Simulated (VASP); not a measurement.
# SiO2 (P6_222) in VASP: a series of runs

The runs below take SiO2 through single point, with r2SCAN.

All numbers are computed with VASP 6.6.1; they aren't measurements. Logs are shortened: lines on timing, memory, paths and dates and some standing lists are left out, and cuts for length are marked.

## 1. The cell of the first run

Symmetry: P6_222, No. 180, hexagonal system. The conventional cell has a = 5.059 Å, b = 5.059 Å, c = 5.542 Å, α = 90.00°, β = 90.00°, γ = 120.00°. Si (site symmetry 222) has 4 O at 1.61 Å within 2.1 Å. O (site symmetry 2) has 2 Si at 1.61 Å within 2.1 Å.

## 2. Single point, r2SCAN

POSCAR reads:

```
SiO2
1.0
    5.0585128880      0.0000000000      0.0000000000
   -2.5292564440      4.3808006664      0.0000000000
    0.0000000000      0.0000000000      5.5417196893
Si O
3 6
Direct
    0.5000000000      0.5000000000      0.3333333333
    0.0000000000      0.5000000000      0.6666666667
    0.5000000000      0.0000000000      0.0000000000
    0.2081992188      0.7918007812      0.8333333333
    0.4163984376      0.2081992188      0.1666666667
    0.2081992188      0.4163984376      0.5000000000
    0.7918007812      0.2081992188      0.8333333333
    0.5836015624      0.7918007812      0.1666666667
    0.7918007812      0.5836015624      0.5000000000
```

INCAR.step1 reads:

```
PREC     = Accurate       # precision mode
ENCUT    = 660            # plane-wave cutoff, eV
ISMEAR   = 0              # smearing method
SIGMA    = 0.02           # smearing width, eV
LREAL    = False          # projectors in reciprocal space
LASPH    = True           # aspherical terms in the spheres
NELM     = 120            # most SCF steps
NBANDS   = 34             # bands
GGA      = PE             # functional
ALGO     = Normal         # electronic algorithm
EDIFF    = 1E-5           # SCF threshold, eV
LWAVE    = True           # write WAVECAR
LCHARG   = False          # write CHGCAR
GGA_COMPAT= False
```

INCAR.step2 reads:

```
PREC     = Accurate       # precision mode
ENCUT    = 660            # plane-wave cutoff, eV
EDIFF    = 1E-6           # SCF threshold, eV
ISMEAR   = 0              # smearing method
SIGMA    = 0.02           # smearing width, eV
LREAL    = False          # projectors in reciprocal space
LASPH    = True           # aspherical terms in the spheres
NELM     = 120            # most SCF steps
ALGO     = Normal         # electronic algorithm
ISIF     = 2              # what is computed and relaxed
LWAVE    = False          # write WAVECAR
LCHARG   = False          # write CHGCAR
METAGGA  = R2SCAN         # meta-GGA
LMIXTAU  = True         
NBANDS   = 34             # bands
ISTART   = 1            
GGA_COMPAT= False
```

KPOINTS reads:

```
regular mesh
0
Gamma
  6 6 4
```

Potentials or basis: VASP PAW PBE potentials, release 64 (Si, O).

Run with:

```
$ cat potpaw_PBE.64/Si/POTCAR potpaw_PBE.64/O/POTCAR > POTCAR
$ cp INCAR.step1 INCAR
$ mpirun -np 1 vasp_std > vasp.out
$ cp INCAR.step2 INCAR
$ mpirun -np 1 vasp_std > vasp.out
```

OUTCAR:

```text
PREC = Accurate
   ENCUT = 660
   EDIFF = 1E-6
   ISMEAR = 0
   LREAL = False
   LASPH = True
   NELM = 120
   ISIF = 2
   METAGGA = R2SCAN
   ISTART = 1

 ion  position               nearest neighbor table
   1  0.500  0.500  0.333-   5 1.61   8 1.61   6 1.61   9 1.61   3 3.13   3 3.13   2 3.13   2 3.13

   2  0.000  0.500  0.667-   4 1.61   7 1.61   6 1.61   9 1.61   3 3.13   3 3.13   1 3.13   1 3.13

   3  0.500  0.000  0.000-   5 1.61   8 1.61   7 1.61   4 1.61   1 3.13   2 3.13   1 3.13   2 3.13

   4  0.208  0.792  0.833-   2 1.61   3 1.61
   5  0.416  0.208  0.167-   1 1.61   3 1.61
   6  0.208  0.416  0.500-   2 1.61   1 1.61
   7  0.792  0.208  0.833-   2 1.61   3 1.61
   8  0.584  0.792  0.167-   1 1.61   3 1.61
   9  0.792  0.584  0.500-   2 1.61   1 1.61

  LATTYP: Found a hexagonal cell.
 ALAT       =     5.0585128880
 C/A-ratio  =     1.0955234892

  Lattice vectors:

 A1 = (   5.0585128880,   0.0000000000,   0.0000000000)
 A2 = (  -2.5292564440,   4.3808006664,   0.0000000000)
 A3 = (   0.0000000000,   0.0000000000,   5.5417196893)

Analysis of symmetry for initial positions (statically):
=====================================================================
 Subroutine PRICEL returns:
 Original cell was already a primitive cell.

 Routine SETGRP: Setting up the symmetry group for a
 hexagonal supercell.

 Subroutine GETGRP returns: Found 12 space group operations
 (whereof  4 operations were pure point group operations)
 out of a pool of 24 trial point group operations.

The static configuration has the point symmetry D_2 .
 The point group associated with its full space group is D_6 .

Analysis of symmetry for dynamics (positions and initial velocities):
=====================================================================
 Subroutine PRICEL returns:
 Original cell was already a primitive cell.

 Routine SETGRP: Setting up the symmetry group for a
 hexagonal supercell.

 Subroutine GETGRP returns: Found 12 space group operations
 (whereof  4 operations were pure point group operations)
 out of a pool of 24 trial point group operations.

The dynamic configuration has the point symmetry D_2 .
 The point group associated with its full space group is D_6 .

 Subroutine INISYM returns: Found 12 space group operations
[... 108 lines left out ...]
   LREAL  =      F    real-space projection
   EDIFFG = 0.1E-04   stopping-criterion for IOM
   NSW    =      0    number of steps for IOM
   IBRION =     -1    ionic relax: 0-MD 1-quasi-New 2-CG
   NFREE  =      0    steps in history (QN), initial steepest desc. (CG)
   ISIF   =      2    stress and relaxation
   ISYM   =      2    0-nonsym 1-usesym 2-fastsym
   POTIM  = 0.5000    time-step for ionic-motion
   TEBEG  =    0.0;   TEEND  =   0.0 temperature during run
   PSTRESS=    0.0 pullay stress
   NELECT =      48.0000    total number of electrons
   NUPDOWN=      -1.0000    fix difference up-down
   EMIN   =  10.00;   EMAX   =-10.00  energy-range for DOS
   EFERMI =   0.00;   METHOD = LEGACY
   ISMEAR =     0;   SIGMA  =   0.02  broadening in eV -4-tet -1-fermi 0-gaus
   EFERMI_NEDOS =   21; number of points for ismear=-14 and -15
   IALGO  =     38    algorithm
   IMIX   =      4    mixing-type and parameters
     AMIX     =   0.40;   BMIX     =  1.00
     AMIX_MAG =   1.60;   BMIX_MAG =  1.00
  volume/ion in A,a.u.               =      13.65        92.08
  Fermi-wavevector in a.u.,A,eV,Ry     =   1.196965  2.261937 19.493424  1.432726
  Thomas-Fermi vector in A             =   2.332892
   LORBIT       =      0    0 simple, 1 ext, 2 COOP (PROOUT), +10 PAW based schemes
   METAGGA = R2SCAN    functional components
   LHFCALC =     F    Hartree Fock is set to
   AEXX    =    0.0000 exact exchange contribution
   IVDW    =     0    specifies the selected vdW correction
   LEPSILON=     F    determine dielectric tensor
   LRPA    =     F    only Hartree local field effects (RPA)
 non-spin polarized calculation
 Gauss-broadening in eV      SIGMA  =   0.02
  energy-cutoff  :      660.00
  volume of cell :      122.81
 maximum number of plane-waves:      4788
   NGX = 21   NGY = 21   NGZ = 23

 number of electron      48.0000008 magnetization

 Free energy of the ion-electron system (eV)
  ---------------------------------------------------
  ext. energy  EPLUGINS =         0.00000000
  ---------------------------------------------------
  free energy    TOTEN  =       -89.40407627 eV

  energy without entropy =      -89.40407627  energy(sigma->0) =      -89.40407627

 E-fermi :   0.2178     XC(G=0):  -9.2033

 val. band max:        0.0736035045   @ k =   0.5000  -0.0000   0.0000
 cond. band min:       6.3751842890   @ k =   0.0000   0.0000   0.0000
 fundamental gap:      6.3015807845
 Fermi energy:         0.2177823761

 k-point     1 :       0.0000    0.0000    0.0000
  band No.  band energies     occupation
      1     -20.3424      2.00000
      2     -18.8956      2.00000
      3     -18.8956      2.00000
      4     -18.3152      2.00000
      5     -18.2710      2.00000
      6     -18.2710      2.00000
[... 766 lines left out ...]
     33      12.4288      0.00000
     34      12.4320      0.00000

------------------------ aborting loop because EDIFF is reached ----------------------------------------

  FORCE on cell =-STRESS in cart. coord.  units (eV):
  Direction    XX          YY          ZZ          XY          YZ          ZX
  --------------------------------------------------------------------------------------
  -------------------------------------------------------------------------------------
  Total       -0.1031658     -0.1031658     -0.0748120      0.0000000      0.0000000      0.0000000
  in kB       -1.3459398     -1.3459398     -0.9760253      0.0000000      0.0000000      0.0000000
  external PRESSURE =      -1.2226350 kB  Pullay stress =       0.0000000 kB

 VOLUME and BASIS-vectors are now :
 -----------------------------------------------------------------------------
  energy-cutoff  :      660.00
  volume of cell :      122.81
      direct lattice vectors                 reciprocal lattice vectors
     5.058512888  0.000000000  0.000000000     0.197686558  0.114134387  0.000000000
    -2.529256444  4.380800666  0.000000000     0.000000000  0.228268775  0.000000000
     0.000000000  0.000000000  5.541719689     0.000000000  0.000000000  0.180449401

 POSITION                                       TOTAL-FORCE (eV/Angst)
 -----------------------------------------------------------------------------------
      1.26463      2.19040      1.84724        -0.000000      0.000000     -0.000000
     -1.26463      2.19040      3.69448        -0.000000      0.000000      0.000000
      2.52926      0.00000      0.00000        -0.000000      0.000000     -0.000000
     -0.94949      3.46872      4.61810         0.017545     -0.010129      0.000000
      1.57977      0.91208      0.92362         0.017545      0.010129     -0.000000
     -0.00000      1.82416      2.77086        -0.000000      0.020259     -0.000000
      3.47875      0.91208      4.61810        -0.017545      0.010129      0.000000
      0.94949      3.46872      0.92362        -0.017545     -0.010129      0.000000
      2.52926      2.55664      2.77086         0.000000     -0.020259     -0.000000
 -----------------------------------------------------------------------------------
    total drift:                                0.000000     -0.000000      0.000001

  FREE ENERGIE OF THE ION-ELECTRON SYSTEM (eV)
  ---------------------------------------------------
  free  energy   TOTEN  =       -89.4040762742 eV

  energy  without entropy=      -89.4040762742  energy(sigma->0) =      -89.40407627
```

Wall time 3.5 min (1 thread of Intel Xeon 6975P-C (Granite Rapids), shared host); peak memory 0.34 GiB.

What came out:

* Free energy: -89.4041 eV
* Pressure: -0.1 GPa
* Largest force: 0.020 eV/Å
* Band gap on the k mesh: 6.30 eV (least direct gap 6.49 eV)

Forces in eV/Å, atoms in the order of the input:
```
Si   0.000  0.000  0.000
Si   0.000  0.000  0.000
Si   0.000  0.000  0.000
O    0.018 -0.010  0.000
O    0.018  0.010  0.000
O    0.000  0.020  0.000
O   -0.018  0.010  0.000
O   -0.018 -0.010  0.000
O    0.000 -0.020  0.000
```

Caveat: the PAW data sets were made with another functional, which shifts forces and pressure a little. A k mesh can miss the band edges.

## 3. Single point, r2SCAN

POSCAR is that of step 2.

INCAR.step1 reads:

```
SYSTEM = SiO2
PREC = Accurate
ENCUT = 660
ISMEAR = 0
SIGMA = 0.02
LREAL = .False.
LASPH = .True.
NELM = 120
NBANDS = 34
GGA = PE
ALGO = Normal
EDIFF = 1E-5
LWAVE = .True.
LCHARG = .False.
GGA_COMPAT = .False.
```

INCAR.step2 reads:

```
SYSTEM = SiO2
PREC = Accurate
ENCUT = 660
EDIFF = 1E-6
ISMEAR = 0
SIGMA = 0.02
LREAL = .False.
LASPH = .True.
NELM = 120
ALGO = Normal
ISIF = 2
LWAVE = .False.
LCHARG = .False.
METAGGA = R2SCAN
LMIXTAU = .True.
NBANDS = 34
ISTART = 1
GGA_COMPAT = .False.
```

KPOINTS reads:

```
Automatic mesh
0
Gamma
  6 6 4
  0 0 0
```

Potentials or basis: VASP PAW PBE potentials, release 64 (Si, O).

Run with:

```
$ cat potpaw_PBE.64/Si/POTCAR potpaw_PBE.64/O/POTCAR > POTCAR
$ cp INCAR.step1 INCAR
$ mpirun -np 1 vasp_std > vasp.out
$ cp INCAR.step2 INCAR
$ mpirun -np 1 vasp_std > vasp.out
```

Run time: 3.5 min. Hardware: 1 thread of Intel Xeon 6975P-C (Granite Rapids), shared host; peak memory 0.35 GiB.

It converged, with:

```
Free energy            : -89.4041 eV
Pressure               : -0.1 GPa
Largest force          : 0.020 eV/Å
Band gap on the k mesh : 6.30 eV (least direct gap 6.49 eV)
```

Forces on the atoms (eV/Å):
```
Si   0.000  0.000  0.000
Si   0.000  0.000  0.000
Si   0.000  0.000  0.000
O    0.018 -0.010  0.000
O    0.018  0.010  0.000
O    0.000  0.020  0.000
O   -0.018  0.010  0.000
O   -0.018 -0.010  0.000
O    0.000 -0.020  0.000
```

Levels at points of the mesh, in eV from the valence-band top:
```tsv
k point	band 22	band 23	band 24	band 25	band 26	band 27
(0.00, 0.00, 0.00)	-0.46	-0.46	-0.19	6.30	9.74	9.74
(0.50, 0.00, 0.00)	-1.02	-0.35	0.00	8.42	9.28	10.39
(0.00, 0.00, 0.50)	-0.29	0.00	0.00	8.17	8.17	9.25
(0.50, 0.00, 0.50)	-0.73	-0.70	-0.34	9.52	9.90	10.01
```

Caveat: the PAW data sets were made with another functional, which shifts forces and pressure a little.

## 4. Single point, r2SCAN (14.05 Å³/atom)

This run uses another cell than the first one, of 14.05 Å³/atom.

POSCAR reads:

```
SiO2
1.0
    5.1141175913      0.0000000000      0.0000000000
   -2.5570587956      4.4289557520      0.0000000000
    0.0000000000      0.0000000000      5.5845229678
Si O
3 6
Direct
    0.5000000000      0.5000000000      0.3333333333
    0.0000000000      0.5000000000      0.6666666667
    0.5000000000      0.0000000000      0.0000000000
    0.2106191526      0.7893808474      0.8333333333
    0.4212383053      0.2106191526      0.1666666667
    0.2106191526      0.4212383053      0.5000000000
    0.7893808474      0.2106191526      0.8333333333
    0.5787616947      0.7893808474      0.1666666667
    0.7893808474      0.5787616947      0.5000000000
```

INCAR.step1 reads:

```
SYSTEM = SiO2
  PREC = Accurate
  ENCUT = 660
  ISMEAR = 0
  SIGMA = 0.02
  LREAL = .FALSE.
  LASPH = .TRUE.
  NELM = 120
  NBANDS = 34
  GGA = PE
  ALGO = Normal
  EDIFF = 1E-5
  LWAVE = .TRUE.
  LCHARG = .FALSE.
  GGA_COMPAT = .FALSE.
```

INCAR.step2 reads:

```
SYSTEM = SiO2
  PREC = Accurate
  ENCUT = 660
  EDIFF = 1E-6
  ISMEAR = 0
  SIGMA = 0.02
  LREAL = .FALSE.
  LASPH = .TRUE.
  NELM = 120
  ALGO = Normal
  ISIF = 2
  LWAVE = .FALSE.
  LCHARG = .FALSE.
  METAGGA = R2SCAN
  LMIXTAU = .TRUE.
  NBANDS = 34
  ISTART = 1
  GGA_COMPAT = .FALSE.
```

KPOINTS reads:

```
regular mesh
0
G
  6 6 4
  0 0 0
```

Run with:

```
$ cat potpaw_PBE.64/Si/POTCAR potpaw_PBE.64/O/POTCAR > POTCAR
$ cp INCAR.step1 INCAR
$ mpirun -np 1 vasp_std > vasp.out
$ cp INCAR.step2 INCAR
$ mpirun -np 1 vasp_std > vasp.out
```

It took 3.5 min on 1 thread of Intel Xeon 6975P-C (Granite Rapids), shared host; peak memory 0.4 GiB.

It converged, with:

| Property | Result |
| --- | --- |
| Free energy | -89.3653 eV |
| Pressure | -4.2 GPa |
| Largest force | 0.012 eV/Å |
| Band gap on the k mesh | 6.17 eV (least direct gap 6.39 eV) |

Forces in eV/Å, atoms in the order of the input:
```
Si   0.000  0.000  0.000
Si   0.000  0.000  0.000
Si   0.000  0.000  0.000
O    0.011 -0.006  0.000
O    0.011  0.006  0.000
O    0.000  0.012  0.000
O   -0.011  0.006  0.000
O   -0.011 -0.006  0.000
O    0.000 -0.012  0.000
```

Levels at points of the mesh, in eV from the valence-band top:
```
           k point  band 21  band 22  band 23  band 24  band 25  band 26  band 27  band 28
(0.00, 0.00, 0.00)    -0.95    -0.44    -0.44    -0.21     6.17     9.62     9.62     9.86
(0.50, 0.00, 0.00)    -1.14    -1.01    -0.33     0.00     8.29     9.10    10.25    10.39
(0.00, 0.00, 0.50)    -1.10    -0.28    -0.01    -0.01     8.03     8.03     9.21    10.48
(0.50, 0.00, 0.50)    -0.92    -0.71    -0.70    -0.33     9.25     9.70     9.84    10.04
```

Caveat: the cell stands under tension; the PAW data sets were made with another functional, which shifts forces and pressure a little.
